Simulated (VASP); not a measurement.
The system is MoS2, a slab with vacuum.

```
CELL_PARAMETERS angstrom
3.18454 0.00000 0.00000
-1.59227 2.75789 0.00000
0.00000 0.00000 21.67053
ATOMIC_POSITIONS crystal
Mo 0.33333 0.66667 0.85116
Mo 0.66667 0.33333 0.14884
S 0.66667 0.33333 0.77963
S 0.33333 0.66667 0.07725
S 0.66667 0.33333 0.92275
S 0.33333 0.66667 0.22037
```

Base run:

* Program: VASP 6.6.1
* Functional: r2SCAN
* Potentials or basis: VASP PAW PBE potentials, release 64 (Mo_sv, S)
* Cutoff: 520 eV
* k mesh: 10 × 10 × 2
* Occupations: fermi-dirac, width 0.05 eV
* Spin: no spin polarisation

Its results: band gap on the k mesh 1.48 eV (least direct gap 2.01 eV); largest force 0.037 eV/Å.

Q: The run is repeated on the same cell with these changes: functional from r2SCAN to RPBE. What comes out?

A: Band gap on the k mesh 1.41 eV (least direct gap 1.89 eV); largest force 0.388 eV/Å.

Caveats: there is no dipole correction, which matters where the two faces differ; the PAW data sets were made with another functional, which shifts forces and pressure a little.

A k mesh can miss the band edges.
